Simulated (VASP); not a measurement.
Wanted: the native input for a VASP 6.6.1 run.

```
Task                            : G0W0 quasiparticle levels
Functional                      : LDA
Potentials or basis             : VASP PAW LDA potentials, release 64 (Rb_sv_GW, Cl_GW)
Cutoff                          : 500 eV
k mesh                          : 4 × 4 × 4
Occupations                     : gaussian, width 0.01 eV
Spin                            : no spin polarisation
Dipole correction               : no
GW scheme                       : G0W0
GW iterations                   : 1
Cutoff of the response function : 140
Frequency points                : 48
Empty bands                     : 271
Further INCAR settings          : ALGO = EVGW0; EDIFF = 1e-08; NBANDS = 279
```

Crystal: RbCl.

```
CELL_PARAMETERS angstrom
0.00000 3.30573 3.30573
3.30573 0.00000 3.30573
3.30573 3.30573 0.00000
ATOMIC_POSITIONS crystal
Rb 0.00000 0.00000 0.00000
Cl 0.50000 0.50000 0.50000
```

The input as run:

POSCAR

```
RbCl
1.0
    0.0000000000      3.3057264435      3.3057264435
    3.3057264435      0.0000000000      3.3057264435
    3.3057264435      3.3057264435      0.0000000000
Rb Cl
1 1
Direct
    0.0000000000      0.0000000000      0.0000000000
    0.5000000000      0.5000000000      0.5000000000
```

INCAR.step1

```
PREC = Accurate
ENCUT = 500
EDIFF = 1E-8
ISMEAR = 0
SIGMA = 0.01
LREAL = F
LASPH = T
NELM = 80
ALGO = Normal
LWAVE = T
LCHARG = F
GGA = CA
```

INCAR.step2

```
PREC = Accurate
ENCUT = 500
EDIFF = 1E-8
ISMEAR = 0
SIGMA = 0.01
LREAL = F
LASPH = T
NELM = 1
ALGO = Exact
LWAVE = T
LCHARG = F
GGA = CA
NBANDS = 279
LOPTICS = T
ISTART = 1
```

INCAR.step3

```
PREC = Accurate
ENCUT = 500
EDIFF = 1E-8
ISMEAR = 0
SIGMA = 0.01
LREAL = F
LASPH = T
ALGO = EVGW0
LWAVE = F
LCHARG = F
GGA = CA
NELMGW = 1
NBANDS = 279
ENCUTGW = 140.0
NOMEGA = 48
PRECFOCK = Fast
ISTART = 1
NBANDSGW = 16
```

KPOINTS

```
Automatic mesh
0
Gamma
  4 4 4
```

Potentials or basis: VASP PAW LDA potentials, release 64 (Rb_sv_GW, Cl_GW).

The run is started by

```bash
$ cat potpaw_LDA.64/Rb_sv_GW/POTCAR potpaw_LDA.64/Cl_GW/POTCAR > POTCAR
$ cp INCAR.step1 INCAR
$ mpirun -np 1 vasp_std > vasp.out
$ cp INCAR.step2 INCAR
$ mpirun -np 1 vasp_std > vasp.out
$ cp INCAR.step3 INCAR
$ mpirun -np 1 vasp_std > vasp.out
```

It gave:

The band gap on the k mesh, mean-field level is 4.52 eV, direct and the quasiparticle gap is 7.52 eV. The least direct quasiparticle gap is 7.52 eV.

Caveat: bands, screening cutoff and mesh are small and nothing is extrapolated, so the quasiparticle values aren't converged.

Run time: 18 min on 1 thread of Intel Xeon 8259CL (shared host), peak memory 1 GiB.
